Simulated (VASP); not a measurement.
# Al2Cu (I4/mcm) in VASP: further runs, part 3 of 3

VASP 6.6.1.

## Step 5: Single point, PBEsol

INCAR

```
SYSTEM = Al2Cu
PREC     = Accurate       ! precision mode
ENCUT    = 520            ! plane-wave cutoff, eV
EDIFF    = 1E-7           ! SCF threshold, eV
ISMEAR   = 0              ! smearing method
SIGMA    = 0.15           ! smearing width, eV
LREAL    = .FALSE.        ! projectors in reciprocal space
LASPH    = .TRUE.         ! aspherical terms in the spheres
NELM     = 60             ! most SCF steps
ALGO     = Fast           ! electronic algorithm
ISIF     = 2              ! what is computed and relaxed
LWAVE    = .FALSE.        ! write WAVECAR
LCHARG   = .TRUE.         ! write CHGCAR
GGA      = PS             ! functional
LELF     = .TRUE.         ! ELF
LVHAR    = .TRUE.       
NBANDS   = 26             ! bands
```

KPOINTS

```
regular mesh
0
G
  10 10 10
  0 0 0
```

POSCAR

```
Al2Cu
1.0
   -2.9965086402      2.9965086402      2.3896500000
    2.9965086402     -2.9965086402      2.3896500000
    2.9965086402      2.9965086402     -2.3896500000
Al Cu
4 2
Direct
    0.1593210787      0.6593210787      0.8186421574
    0.6593210787      0.8406789213      0.5000000000
    0.8406789213      0.3406789213      0.1813578426
    0.3406789213      0.1593210787      0.5000000000
    0.7500000000      0.7500000000      0.0000000000
    0.2500000000      0.2500000000      0.0000000000
```

Started as:

```console
> cat potpaw_PBE.64/Al/POTCAR potpaw_PBE.64/Cu/POTCAR > POTCAR
> mpirun -np 1 vasp_std > vasp.out
```

Run time: 5.7 min. Hardware: 1 thread of Intel Xeon Platinum 8488C (Sapphire Rapids), shared host; peak memory 0.33 GiB.

Results (log left out):

```
Free energy            : -26.0170 eV
Pressure               : 1.4 GPa
Largest force          : 0.041 eV/Å
Band gap on the k mesh : zero (bands 17 and 18 overlap by 4.55 eV)
```

Forces in eV/Å, atoms in the order of the input:
```
Al  -0.029 -0.029  0.000
Al   0.029 -0.029  0.000
Al   0.029  0.029  0.000
Al  -0.029  0.029  0.000
Cu   0.000  0.000  0.000
Cu   0.000  0.000  0.000
```

Stress tensor (GPa, compression positive):
```
0.93 0.00 0.00
0.00 0.93 0.00
0.00 0.00 2.35
```

Levels at points of the mesh, in eV from the Fermi level:
| k point | band 14 | band 15 | band 16 | band 17 | band 18 | band 19 | band 20 | band 21 |
| --- | --- | --- | --- | --- | --- | --- | --- | --- |
| (0.00, 0.00, 0.00) | -2.07 | -1.41 | -1.26 | -1.26 | -0.89 | -0.18 | 0.05 | 1.59 |
| (0.50, 0.00, 0.00) | -3.19 | -2.69 | -2.69 | 0.19 | 0.19 | 4.07 | 4.07 | 4.34 |
| (0.50, 0.50, 0.00) | -2.86 | -1.61 | -1.38 | -0.87 | -0.65 | 0.75 | 1.21 | 4.66 |
| (0.50, 0.50, 0.50) | -3.32 | -3.32 | -1.84 | 2.67 | 2.95 | 2.95 | 3.35 | 4.27 |

Caveat: the PAW data sets were made with another functional, which shifts forces and pressure a little.

## Step 6: Single point, PBEsol

INCAR

```
PREC = Accurate ; ENCUT = 520
EDIFF = 1E-6 ; ISMEAR = 0
SIGMA = 0.15 ; LREAL = F
LASPH = T ; NELM = 60
ALGO = Fast ; ISIF = 2
LWAVE = F ; LCHARG = F
GGA = PS ; NBANDS = 26
```

KPOINTS

```
regular mesh
0
Gamma
  10 10 10
```

Edit POSCAR of step 5 so:

```diff
@@ -2,5 +2,5 @@
 1.0
-   -2.9965086402      2.9965086402      2.3896500000
-    2.9965086402     -2.9965086402      2.3896500000
-    2.9965086402      2.9965086402     -2.3896500000
+   -2.9366000000      2.9366000000      2.4862000000
+    2.9366000000     -2.9366000000      2.4862000000
+    2.9366000000      2.9366000000     -2.4862000000
 Al Cu
```

Potentials or basis: VASP PAW PBE potentials, release 64 (Al, Cu).

Started as:

```console
> cat potpaw_PBE.64/Al/POTCAR potpaw_PBE.64/Cu/POTCAR > POTCAR
> mpirun -np 1 vasp_std > vasp.out
```

OUTCAR:

```text
PREC = Accurate
   ENCUT = 520
   EDIFF = 1E-6
   ISMEAR = 0
   LREAL = F
   LASPH = T
   NELM = 60
   ISIF = 2
   GGA = PS

 ion  position               nearest neighbor table
   1  0.159  0.659  0.819-   5 2.53   6 2.53   5 2.53   6 2.53   3 2.65   3 2.91   3 2.91   4 3.11
                             2 3.11   2 3.11   4 3.11   4 3.12   2 3.12   2 3.12   4 3.12
   2  0.659  0.841  0.500-   6 2.53   5 2.53   5 2.53   6 2.53   4 2.65   4 2.91   4 2.91   3 3.11
                             1 3.11   1 3.11   3 3.11   1 3.12   3 3.12   1 3.12   3 3.12
   3  0.841  0.341  0.181-   5 2.53   6 2.53   5 2.53   6 2.53   1 2.65   1 2.91   1 2.91   2 3.11
                             4 3.11   4 3.11   2 3.11   4 3.12   2 3.12   4 3.12   2 3.12
   4  0.341  0.159  0.500-   5 2.53   6 2.53   6 2.53   5 2.53   2 2.65   2 2.91   2 2.91   3 3.11
                             1 3.11   1 3.11   3 3.11   1 3.12   3 3.12   3 3.12   1 3.12
[... 912 lines left out ...]
  in kB       38.8320491     38.8320491    -28.5301089      0.0000000      0.0000000      0.0000000
  external PRESSURE =      16.3779965 kB  Pullay stress =       0.0000000 kB

 VOLUME and BASIS-vectors are now :
 -----------------------------------------------------------------------------
  energy-cutoff  :      520.00
  volume of cell :       85.76
      direct lattice vectors                 reciprocal lattice vectors
    -2.936600000  2.936600000  2.486200000     0.000000000  0.170264932  0.201110128
     2.936600000 -2.936600000  2.486200000     0.170264932  0.000000000  0.201110128
     2.936600000  2.936600000 -2.486200000     0.170264932  0.170264932  0.000000000

 POSITION                                       TOTAL-FORCE (eV/Angst)
 -----------------------------------------------------------------------------------
      3.87232      0.93572      0.00000         0.103940      0.103940     -0.000000
      2.00088      0.93572      2.48620        -0.103940      0.103940      0.000000
     -0.93572      2.00088      2.48620        -0.103940     -0.103940      0.000000
      0.93572      2.00088      0.00000         0.103940     -0.103940     -0.000000
      0.00000      0.00000      3.72930         0.000000     -0.000000     -0.000000
      0.00000      0.00000      1.24310         0.000000     -0.000000     -0.000000
 -----------------------------------------------------------------------------------
    total drift:                                0.000000      0.000000      0.000000

  FREE ENERGIE OF THE ION-ELECTRON SYSTEM (eV)
  ---------------------------------------------------
  free  energy   TOTEN  =       -25.9570362950 eV

  energy  without entropy=      -25.9366366359  energy(sigma->0) =      -25.94683647
```

stdout:

```text
POSCAR found type information on POSCAR AlCu
 POSCAR found :  2 types and       6 ions
 scaLAPACK will be used
 -----------------------------------------------------------------------------
|                                                                             |
|                                                                             |
|     You enforced a specific xc type in the INCAR file but a different       |
|     I HOPE YOU KNOW WHAT YOU ARE DOING!                                     |
|                                                                             |
 -----------------------------------------------------------------------------

 LDA part: xc-table for (Slater+PW92), standard interpolation
 POSCAR, INCAR and KPOINTS ok, starting setup
 FFT: planning ... GRIDC
 FFT: planning ... GRID_SOFT
 FFT: planning ... GRID
 WAVECAR not read
 entering main loop
```

Wall time 5.3 min (1 thread of Intel Xeon Platinum 8488C (Sapphire Rapids), shared host); peak memory 0.33 GiB.

Results:

- Free energy: -25.9570 eV
- Pressure: 1.6 GPa
- Largest force: 0.147 eV/Å
- Band gap on the k mesh: zero (bands 17 and 18 overlap by 3.97 eV)

Forces in eV/Å, atoms in the order of the input:
```
Al   0.104  0.104  0.000
Al  -0.104  0.104  0.000
Al  -0.104 -0.104  0.000
Al   0.104 -0.104  0.000
Cu   0.000  0.000  0.000
Cu   0.000  0.000  0.000
```

Stress tensor (GPa, compression positive):
```
 3.88  0.00  0.00
 0.00  3.88  0.00
 0.00  0.00 -2.85
```

Caveat: the PAW data sets were made with another functional, which shifts forces and pressure a little.

## Step 7: The runs side by side

```tsv
cell	further INCAR settings	gap on the mesh (eV)	pressure (GPa)	largest force (eV/Å)
a = 4.893 Å, angles 102.7, 102.7, 124.1°, 6 atoms	ALGO = Fast; EDIFF = 1e-06; NBANDS = 26	none	2.1	0.21
a = 4.879 Å, angles 103.3, 103.3, 122.6°, 6 atoms	ALGO = Fast; EDIFF = 1e-06; NBANDS = 26	none	1.6	0.13
a = 4.852 Å, angles 104.6, 104.6, 119.7°, 6 atoms	ALGO = Fast; EDIFF = 1e-06; NBANDS = 26	none	1.4	0.05
a = 4.865 Å, angles 104.0, 104.0, 121.2°, 6 atoms	ALGO = Fast; EDIFF = 1e-07; NBANDS = 26	none	1.4	0.04
a = 4.840 Å, angles 105.3, 105.3, 118.2°, 6 atoms	ALGO = Fast; EDIFF = 1e-06; NBANDS = 26	none	1.6	0.15
```

Alike in all rows: task single point; level PBEsol; potentials or basis VASP PAW PBE potentials, release 64 (Al, Cu); no spin polarisation; k mesh 10 × 10 × 10; cutoff (eV) 520; smearing gaussian 0.15 eV.

Caveats: the PAW data sets were made with another functional, which shifts forces and pressure a little.

Absolute energies hang on the potentials; compare differences alone.
